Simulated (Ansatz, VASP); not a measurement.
**ZnSe: VASP beside Ansatz**

The input INCAR:

```
ALGO     = Normal         # electronic algorithm
EDIFF    = 1E-6           # SCF threshold, eV
ENCUT    = 520            # plane-wave cutoff, eV
GGA      = PE             # functional
ISIF     = 2              # what is computed and relaxed
ISMEAR   = 0              # smearing method
IVDW     = 12             # dispersion correction
LASPH    = T              # aspherical terms in the spheres
LCHARG   = F              # write CHGCAR
LREAL    = F              # projectors in reciprocal space
LWAVE    = F              # write WAVECAR
NBANDS   = 46             # bands
NELM     = 100            # most SCF steps
PREC     = Accurate       # precision mode
SIGMA    = 0.05           # smearing width, eV
```

The input KPOINTS:

```
k-points
0
Gamma
  6 6 6
```

The input POSCAR:

```
ZnSe
1.0
    0.0000000000      0.0000000000     -5.2092370909
    4.0689269236      4.0689269236      0.0000000000
    4.0689269236     -4.0689269236      0.0000000000
Zn Se
4 4
Direct
    0.0000000000      0.0000000000      0.0000000000
    0.0000000000      0.5000000000      0.5000000000
    0.0000000000      0.5000000000      0.0000000000
    0.0000000000      0.0000000000      0.5000000000
    0.7158531487      0.2500000000      0.7500000000
    0.7158531487      0.7500000000      0.2500000000
    0.2841468513      0.2500000000      0.2500000000
    0.2841468513      0.7500000000      0.7500000000
```

Input for Ansatz:

```yaml
crystal:
  lattice:
    - [0.0, 0.0, -5.2092371215]
    - [4.0689269174, 4.0689269174, 0.0]
    - [4.0689269174, -4.0689269174, 0.0]
  atoms:
    - { symbol: Zn, position: [0.0, 0.0, 0.0] }
    - { symbol: Zn, position: [0.0, 0.5, 0.5] }
    - { symbol: Zn, position: [0.0, 0.5, 0.0] }
    - { symbol: Zn, position: [0.0, 0.0, 0.5] }
    - { symbol: Se, position: [0.7158531493, 0.25, 0.75] }
    - { symbol: Se, position: [0.7158531493, 0.75, 0.25] }
    - { symbol: Se, position: [0.2841468507, 0.25, 0.25] }
    - { symbol: Se, position: [0.2841468507, 0.75, 0.75] }
basis:
  ecutwfc: 520.0
kpoints:
  mp_grid: { grid: [6, 6, 6] }
hamiltonian:
  xc: pbe
  pseudopotentials: { kind: paw, azcp: { folder: soft_1 } }
  dispersion: d3bj
scf:
  occupations: { method: gaussian, width: 0.05 }
output:
  forces: true
  stress: true
  eigenvalues: true
  write_density: true
  write_potential: true
  elf: true
  volumetric_format: npy
```

Alike in both runs: task single point; functional PBE; dispersion D3(BJ); k mesh 6 × 6 × 6; occupations gaussian, width 0.05 eV; no spin polarisation.

```csv
,VASP,Ansatz
version,VASP 6.6.1,Ansatz 0.2.0
potentials or method,"VASP PAW PBE potentials, release 64 (Zn, Se), cutoff 520 eV","scalar-relativistic, plane waves, PAW"
valence electrons in the cell,72,112
```

VASP gave:

```
gap on the k mesh at the Fermi level (eV) : 1.56
least direct gap on the mesh (eV)         : 1.56
pressure (GPa)                            : 0.3
rms of the force components (eV/Å)        : 0.019
```

Problem. Estimate Ansatz's values.

Solution. gap on the k mesh at the Fermi level (eV): 1.56; least direct gap on the mesh (eV): 1.56; pressure (GPa): 0.0; rms of the force components (eV/Å): 0.000.

Atom by atom the forces differ by 0.019 eV/Å (rms over components). VASP's potentials hold 72 valence electrons a cell and Ansatz's 112, so a difference there can come from the potentials and not from the codes.
